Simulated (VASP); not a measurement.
**Mg9O8 (a cell with a defect): single point with LDA**

Mg9O8 (a cell with a defect):

```
Mg O
1.0
     0.00000    4.31000    4.31000
     4.31000    0.00000    4.31000
     4.31000    4.31000    0.00000
Mg O
9 8
Cartesian
  0.0746 0.0774 0.0147
  1.6734 1.6774 -0.4788
  2.2036 0.0608 2.2146
  4.3848 2.1711 2.2312
  0.0581 2.2066 2.2136
  2.1696 4.3885 2.2323
  2.2157 2.2191 4.3730
  4.3680 4.3698 4.3606
  2.8691 2.8731 0.7170
  2.2491 2.2514 2.3907
  4.3011 4.3061 2.1496
  4.2130 2.1601 4.3140
  6.5592 4.5469 4.4055
  2.1579 4.2167 4.3144
  4.5429 6.5616 4.4056
  4.3768 4.3809 6.5345
  6.4678 6.4704 6.3705
```

```json
{"Program": "VASP 6.6.1", "Task": "single point", "Functional": "LDA", "Potentials or basis": "VASP PAW LDA potentials, release 64 (Mg, O)", "Cutoff": "520 eV", "k mesh": "2 × 2 × 2", "Occupations": "fermi-dirac, width 0.02 eV", "Spin": "no spin polarisation", "Dipole correction": "no", "Further INCAR settings": "LREAL = Auto; ALGO = Normal; EDIFF = 1e-06; NBANDS = 47"}
```

```yaml
Pressure: 15.2 GPa
Largest_force: 0.090 eV/Å
Band_gap_on_the_k_mesh: 0.28 eV
```

Forces on the atoms (eV/Å):
```
Mg   0.004  0.006 -0.004
Mg   0.053  0.052  0.051
Mg   0.006 -0.003 -0.003
Mg   0.004 -0.004  0.006
Mg  -0.004  0.005 -0.001
Mg  -0.010  0.003  0.002
Mg   0.000 -0.002 -0.002
Mg  -0.003 -0.001  0.005
Mg  -0.043 -0.043 -0.044
O   -0.014 -0.008  0.031
O    0.012 -0.004 -0.001
O   -0.048  0.023  0.021
O   -0.014  0.030 -0.010
O    0.018 -0.046  0.023
O    0.031 -0.008 -0.010
O   -0.012 -0.024 -0.021
O    0.019  0.025 -0.044
```

Stress tensor (GPa, compression positive):
```
15.23  5.96  5.96
 5.96 15.24  5.96
 5.96  5.96 15.24
```

Levels at points of the mesh, in eV from the valence-band top:
| k point | band 30 | band 31 | band 32 | band 33 | band 34 | band 35 | band 36 | band 37 |
| --- | --- | --- | --- | --- | --- | --- | --- | --- |
| (0.00, 0.00, 0.00) | -5.79 | -5.79 | -5.51 | -2.14 | 0.75 | 0.99 | 1.11 | 1.11 |
| (0.50, 0.00, 0.00) | -5.95 | -5.81 | -5.68 | -0.47 | 0.28 | 1.50 | 2.05 | 2.41 |
| (0.00, 0.50, 0.00) | -5.95 | -5.81 | -5.68 | -0.47 | 0.28 | 1.50 | 2.05 | 2.41 |
| (0.00, 0.00, 0.50) | -5.95 | -5.81 | -5.68 | -0.47 | 0.28 | 1.50 | 2.05 | 2.41 |
| (0.50, 0.50, 0.50) | -6.27 | -5.95 | -5.95 | -0.10 | 0.57 | 2.14 | 2.14 | 2.16 |
| (0.50, 0.50, 0.00) | -6.13 | -6.04 | -5.93 | 0.00 | 1.08 | 2.15 | 2.20 | 2.52 |
| (0.00, 0.50, 0.50) | -6.13 | -6.04 | -5.93 | 0.00 | 1.08 | 2.15 | 2.20 | 2.52 |
| (0.50, 0.00, 0.50) | -6.13 | -6.04 | -5.93 | 0.00 | 1.08 | 2.15 | 2.20 | 2.53 |

It took 120 s on 1 thread of AMD EPYC 7R43 64-Core Processor (Zen 3), on a shared host, peak memory 0.23 GiB.

Caveat: the k points lie up to 0.63 Å⁻¹ apart.
